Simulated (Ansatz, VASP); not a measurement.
One calculation of HfB, two programs

Contents of POSCAR:

```
HfB
1.0
    0.0000000000      2.5773058411      2.5773058411
    2.5773058411      0.0000000000      2.5773058411
    2.5773058411      2.5773058411      0.0000000000
Hf B
1 1
Direct
    0.7500000000      0.7500000000      0.7500000000
    0.0000000000      0.0000000000      0.0000000000
```

Contents of INCAR.step1:

```
SYSTEM = HfB
PREC = Accurate
ENCUT = 600
ISMEAR = 0
SIGMA = 0.1
LREAL = .False.
LASPH = .True.
NELM = 100
GGA = PE
ALGO = Normal
EDIFF = 1E-4
LWAVE = .True.
LCHARG = .False.
```

File INCAR.step2:

```
SYSTEM = HfB
PREC = Accurate
ENCUT = 600
EDIFF = 1E-7
ISMEAR = 0
SIGMA = 0.1
LREAL = .False.
LASPH = .True.
NELM = 100
ALGO = Normal
ISIF = 3
LWAVE = .False.
LCHARG = .False.
METAGGA = R2SCAN
LMIXTAU = .True.
IBRION = 2
NSW = 80
EDIFFG = -0.01
ISTART = 1
```

The input KPOINTS:

```
Automatic mesh
0
Gamma
  14 14 14
  0 0 0
```

Input for Ansatz:

```yaml
crystal:
  lattice:
    - [0.0, 2.5773058411, 2.5773058411]
    - [2.5773058411, 0.0, 2.5773058411]
    - [2.5773058411, 2.5773058411, 0.0]
  atoms:
    - { symbol: Hf, position: [0.75, 0.75, 0.75] }
    - { symbol: B, position: [0.0, 0.0, 0.0] }
basis:
  ecutwfc: 500
kpoints:
  mp_grid: { grid: [14, 14, 14] }
hamiltonian:
  xc: r2scan
scf:
  occupations: { method: gaussian, width: 0.1 }
output:
  forces: true
  stress: true
  eigenvalues: true
relax:
  adjacent_minimum: "off"
  f_tol: 0.01
  max_steps: 60
  cell: { stress_tol: 0.1 }
```

Alike in both runs: task relaxation of cell and atoms; functional r2SCAN; k mesh 14 × 14 × 14; occupations gaussian, width 0.1 eV; no spin polarisation.

|  | VASP | Ansatz |
| --- | --- | --- |
| version | VASP 6.6.1 | Ansatz 0.2.0 |
| potentials or method | VASP PAW PBE potentials, release 64 (Hf_pv, B), cutoff 600 eV | scalar-relativistic, plane waves, PAW |
| valence electrons in the cell | 13 | 29 |

Ansatz gave:

- gap on the k mesh at the Fermi level, each at its own relaxed structure (eV): none
- relaxed volume (Å³/atom): 17.88
- relaxed cell length with the largest relative difference (Å): 3.698

Question: Which values does VASP return?

Answer: gap on the k mesh at the Fermi level, each at its own relaxed structure (eV): none; relaxed volume (Å³/atom): 17.85; relaxed cell length with the largest relative difference (Å): 3.696.

VASP's potentials were made for PBE, not for r2SCAN. A gap of «none» marks a metal or a gap that the smearing closes. VASP's potentials hold 13 valence electrons a cell and Ansatz's 29, so a difference there can come from the potentials and not from the codes.

Spin-orbit coupling is off throughout.
